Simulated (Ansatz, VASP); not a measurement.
## TaN: VASP beside Ansatz

```xyz
2
Lattice="0.0000 2.1921 2.1921 2.1921 0.0000 2.1921 2.1921 2.1921 0.0000" Properties=species:S:1:pos:R:3 pbc="T T T"
Ta    0.0000    0.0000    0.0000
N     2.1921    2.1921    2.1921
```

Alike in both runs: functional PBE; dispersion D3(BJ); k mesh 16 × 16 × 16; occupations gaussian, width 0.1 eV; no spin polarisation.

Ansatz relaxed the structure, and its values are those at the end. VASP's run is a single point on that final structure, the one shown.

```csv
,VASP,Ansatz
version,VASP 6.6.1,Ansatz 0.2.0
potentials or method,"VASP PAW PBE potentials, release 64 (Ta_pv, N), cutoff 600 eV","scalar-relativistic, plane waves, PAW"
valence electrons in the cell,16,18
```

VASP gave:

```
gap on the k mesh at the Fermi level (eV) : none
pressure (GPa)                            : 1.0
```

Problem. Estimate Ansatz's values.

Solution. gap on the k mesh at the Fermi level (eV): none; pressure (GPa): 0.0.

A gap of «none» marks a metal or a gap that the smearing closes. VASP's potentials hold 16 valence electrons a cell and Ansatz's 18, so a difference there can come from the potentials and not from the codes.

Neither program's run includes spin-orbit coupling.
